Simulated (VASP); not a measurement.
# Li (Fm-3m) in VASP: notebook, part 2 of 2

VASP 6.6.1. Earlier steps stand in the parts before.

### Step 3. Single point, PBE (20.07 Å³/atom)

This run uses another cell than the first one, of 20.07 Å³/atom.

INCAR reads:

```
SYSTEM = Li
PREC     = Accurate       ! precision mode
ENCUT    = 520            ! plane-wave cutoff, eV
EDIFF    = 1E-6           ! SCF threshold, eV
ISMEAR   = -1             ! smearing method
SIGMA    = 0.08           ! smearing width, eV
LREAL    = .False.        ! projectors in reciprocal space
LASPH    = .True.         ! aspherical terms in the spheres
NELM     = 100            ! most SCF steps
ALGO     = Normal         ! electronic algorithm
ISIF     = 2              ! what is computed and relaxed
LWAVE    = .False.        ! write WAVECAR
LCHARG   = .False.        ! write CHGCAR
GGA      = PE             ! functional
NBANDS   = 8              ! bands
```

KPOINTS reads:

```
regular mesh
0
Gamma
  13 13 13
  0 0 0
```

POSCAR reads:

```
Li
1.0
    0.0000000000      2.1570486114      2.1570486114
    2.1570486114      0.0000000000      2.1570486114
    2.1570486114      2.1570486114      0.0000000000
Li
1
Direct
    0.0000000000      0.0000000000      0.0000000000
```

Potentials or basis: VASP PAW PBE potentials, release 64 (Li_sv).

Started as:

```console
$ cat potpaw_PBE.64/Li_sv/POTCAR > POTCAR
$ mpirun -np 1 vasp_std > vasp.out
```

OUTCAR:

```text
SYSTEM = Li
   PREC = Accurate
   ENCUT = 520
   EDIFF = 1E-6
   ISMEAR = -1
   LREAL = .False.
   LASPH = .True.
   NELM = 100
   ISIF = 2
   GGA = PE

 ion  position               nearest neighbor table
   1  0.000  0.000  0.000-

  LATTYP: Found a face centered cubic cell.
 ALAT       =     4.3140972228

  Lattice vectors:

 A1 = (   0.0000000000,   2.1570486114,   2.1570486114)
 A2 = (   2.1570486114,   0.0000000000,   2.1570486114)
 A3 = (   2.1570486114,   2.1570486114,   0.0000000000)

Analysis of symmetry for initial positions (statically):
=====================================================================
 Subroutine PRICEL returns:
 Original cell was already a primitive cell.

 Routine SETGRP: Setting up the symmetry group for a
 face centered cubic supercell.

 Subroutine GETGRP returns: Found 48 space group operations
 (whereof 48 operations were pure point group operations)
 out of a pool of 48 trial point group operations.

The static configuration has the point symmetry O_h .

Analysis of symmetry for dynamics (positions and initial velocities):
=====================================================================
 Subroutine PRICEL returns:
 Original cell was already a primitive cell.

 Routine SETGRP: Setting up the symmetry group for a
 face centered cubic supercell.

 Subroutine GETGRP returns: Found 48 space group operations
 (whereof 48 operations were pure point group operations)
 out of a pool of 48 trial point group operations.

The dynamic configuration has the point symmetry O_h .

 Subroutine INISYM returns: Found 48 space group operations
 (whereof 48 operations are pure point group operations),
 and found     1 'primitive' translations

----------------------------------------------------------------------------------------

                                     Primitive cell

  volume of cell :      20.0729

  direct lattice vectors                    reciprocal lattice vectors
     0.000000000  2.157048611  2.157048611    -0.231798207  0.231798207  0.231798207
     2.157048611  0.000000000  2.157048611     0.231798207 -0.231798207  0.231798207
     2.157048611  2.157048611  0.000000000     0.231798207  0.231798207 -0.231798207

  length of vectors
     3.050527401  3.050527401  3.050527401     0.401486271  0.401486271  0.401486271

  position of ions in fractional coordinates (direct lattice)
     0.000000000  0.000000000  0.000000000

  ion indices of the primitive-cell ions
   primitive index   ion index
                 1           1

----------------------------------------------------------------------------------------

 KPOINTS: regular mesh

Automatic generation of k-mesh.
 Grid dimensions read from file:
 generate k-points for:   13   13   13

 Generating k-lattice:

  Cartesian coordinates                     Fractional coordinates (reciprocal lattice)
    -0.017830631  0.017830631  0.017830631     0.076923077  0.000000000  0.000000000
     0.017830631 -0.017830631  0.017830631     0.000000000  0.076923077  0.000000000
     0.017830631  0.017830631 -0.017830631     0.000000000  0.000000000  0.076923077

  Length of vectors
     0.030883559  0.030883559  0.030883559

  Shift w.r.t. Gamma in fractional coordinates (k-lattice)
     0.000000000  0.000000000  0.000000000

 Subroutine IBZKPT returns following result:
 ===========================================

 Found     84 irreducible k-points:

 Following reciprocal coordinates:
            Coordinates               Weight
  0.000000  0.000000  0.000000      1.000000
  0.076923  0.000000  0.000000      8.000000
  0.153846  0.000000  0.000000      8.000000
  0.230769  0.000000  0.000000      8.000000
  0.307692  0.000000  0.000000      8.000000
  0.384615  0.000000  0.000000      8.000000
[... 16 lines left out ...]
  0.384615  0.153846  0.000000     24.000000
  0.461538  0.153846  0.000000     24.000000
 [... further k-points ...]
   k-points           NKPTS =     84   k-points in BZ     NKDIM =     84   number of bands    NBANDS=      8
   number of dos      NEDOS =    301   number of ions     NIONS =      1
   total plane-waves  NPLWV =  13824
   dimension x,y,z NGX =    24 NGY =   24 NGZ =   24
   dimension x,y,z NGXF=    48 NGYF=   48 NGZF=   48
   ions per type =               1
   NGX,Y,Z   is equivalent  to a cutoff of  13.08, 13.08, 13.08 a.u.
   NGXF,Y,Z  is equivalent  to a cutoff of  26.16, 26.16, 26.16 a.u.
 SYSTEM =  Li
   PREC   = accura    normal or accurate (medium, high low for compatibility)
   ISTART =      0    job   : 0-new  1-cont  2-samecut
   ICHARG =      2    charge: 1-file 2-atom 10-const
   ISPIN  =      1    spin polarized calculation?
   LNONCOLLINEAR =      F non collinear calculations
   LSORBIT =      F    spin-orbit coupling
   LASPH  =      T    aspherical Exc in radial PAW
   ENCUT  =  520.0 eV  38.22 Ry    6.18 a.u.   5.67  5.67  5.67*2*pi/ulx,y,z
   NELM   =    100;   NELMIN=  2; NELMDL= -5     # of ELM steps
   EDIFF  = 0.1E-05   stopping-criterion for ELM
   LREAL  =      F    real-space projection
   EDIFFG = 0.1E-04   stopping-criterion for IOM
   NSW    =      0    number of steps for IOM
   IBRION =     -1    ionic relax: 0-MD 1-quasi-New 2-CG
   NFREE  =      0    steps in history (QN), initial steepest desc. (CG)
   ISIF   =      2    stress and relaxation
   ISYM   =      2    0-nonsym 1-usesym 2-fastsym
   POTIM  = 0.5000    time-step for ionic-motion
   TEBEG  =    0.0;   TEEND  =   0.0 temperature during run
   PSTRESS=    0.0 pullay stress
   NELECT =       3.0000    total number of electrons
   NUPDOWN=      -1.0000    fix difference up-down
   EMIN   =  10.00;   EMAX   =-10.00  energy-range for DOS
   EFERMI =   0.00;   METHOD = LEGACY
   ISMEAR =    -1;   SIGMA  =   0.08  broadening in eV -4-tet -1-fermi 0-gaus
   EFERMI_NEDOS =   21; number of points for ismear=-14 and -15
   IALGO  =     38    algorithm
   IMIX   =      4    mixing-type and parameters
     AMIX     =   0.40;   BMIX     =  1.00
     AMIX_MAG =   1.60;   BMIX_MAG =  1.00
  volume/ion in A,a.u.               =      20.07       135.46
  Fermi-wavevector in a.u.,A,eV,Ry     =   0.868784  1.641764 10.269490  0.754786
  Thomas-Fermi vector in A             =   1.987513
   LORBIT       =      0    0 simple, 1 ext, 2 COOP (PROOUT), +10 PAW based schemes
   GGA     = PE    functional components
   LHFCALC =     F    Hartree Fock is set to
   AEXX    =    0.0000 exact exchange contribution
   IVDW    =     0    specifies the selected vdW correction
   LEPSILON=     F    determine dielectric tensor
   LRPA    =     F    only Hartree local field effects (RPA)
 non-spin polarized calculation
  energy-cutoff  :      520.00
  volume of cell :       20.07
 maximum number of plane-waves:       556
   NGX = 11   NGY = 11   NGZ = 11

 number of electron       2.9999995 magnetization

 Free energy of the ion-electron system (eV)
  ---------------------------------------------------
  ext. energy  EPLUGINS =         0.00000000
  ---------------------------------------------------
  free energy    TOTEN  =        -1.90922960 eV

  energy without entropy =       -1.89681826  energy(sigma->0) =       -1.90302393

 E-fermi :   0.6737     XC(G=0):  -7.0680

 val. band max:        0.6489323382   @ k =  -0.2308   0.3077   0.0769
 cond. band min:       0.6991429390   @ k =  -0.3846   0.1538   0.0000
 fundamental gap:      0.0502106009
 Fermi energy:         0.6737074853

 k-point     1 :       0.0000    0.0000    0.0000
  band No.  band energies     occupation
      1     -45.8596      2.00000
      2      -2.9207      2.00000
      3      15.1028      0.00000
      4      15.1029      0.00000
      5      15.1029      0.00000
      6      19.0016      0.00000
      7      19.0016      0.00000
      8      19.0016      0.00000
[... 243 lines left out ...]
 k-point    24 :       0.4615    0.1538    0.0000
  band No.  band energies     occupation
      1     -45.8404      2.00000
      2       0.3891      1.94459
      3       4.8463      0.00000
      4      11.5913      0.00000
      5      11.6555      0.00000
      6      15.0483      0.00000
      7      20.4501      0.00000
      8      20.7284      0.00000

 [... further k-points ...]

------------------------ aborting loop because EDIFF is reached ----------------------------------------

  FORCE on cell =-STRESS in cart. coord.  units (eV):
  Direction    XX          YY          ZZ          XY          YZ          ZX
  --------------------------------------------------------------------------------------
  -------------------------------------------------------------------------------------
  Total        0.0067891      0.0067891      0.0067891      0.0000000     -0.0000000     -0.0000000
  in kB        0.5418949      0.5418949      0.5418949      0.0000000     -0.0000000     -0.0000000
  external PRESSURE =       0.5418949 kB  Pullay stress =       0.0000000 kB

 VOLUME and BASIS-vectors are now :
 -----------------------------------------------------------------------------
  energy-cutoff  :      520.00
  volume of cell :       20.07
      direct lattice vectors                 reciprocal lattice vectors
     0.000000000  2.157048611  2.157048611    -0.231798207  0.231798207  0.231798207
     2.157048611  0.000000000  2.157048611     0.231798207 -0.231798207  0.231798207
     2.157048611  2.157048611  0.000000000     0.231798207  0.231798207 -0.231798207

 POSITION                                       TOTAL-FORCE (eV/Angst)
 -----------------------------------------------------------------------------------
      0.00000      0.00000      0.00000         0.000000      0.000000      0.000000
 -----------------------------------------------------------------------------------
    total drift:                               -0.000000      0.000000     -0.000000

  FREE ENERGIE OF THE ION-ELECTRON SYSTEM (eV)
  ---------------------------------------------------
  free  energy   TOTEN  =        -1.9092296039 eV

  energy  without entropy=       -1.8968182618  energy(sigma->0) =       -1.90302393
```

Wall time 13 s (1 thread of Intel Xeon 8259CL, shared host); peak memory 0.13 GiB.

What came out:

```
Free energy            : -1.9092 eV
Band gap on the k mesh : zero (an odd number of electrons rules out a gap without spin polarisation)
```

Caveat: the cutoff is under 1.25 times the usual one of these potentials, so pressure, stress and relaxed cells hold a basis-set (Pulay) error.
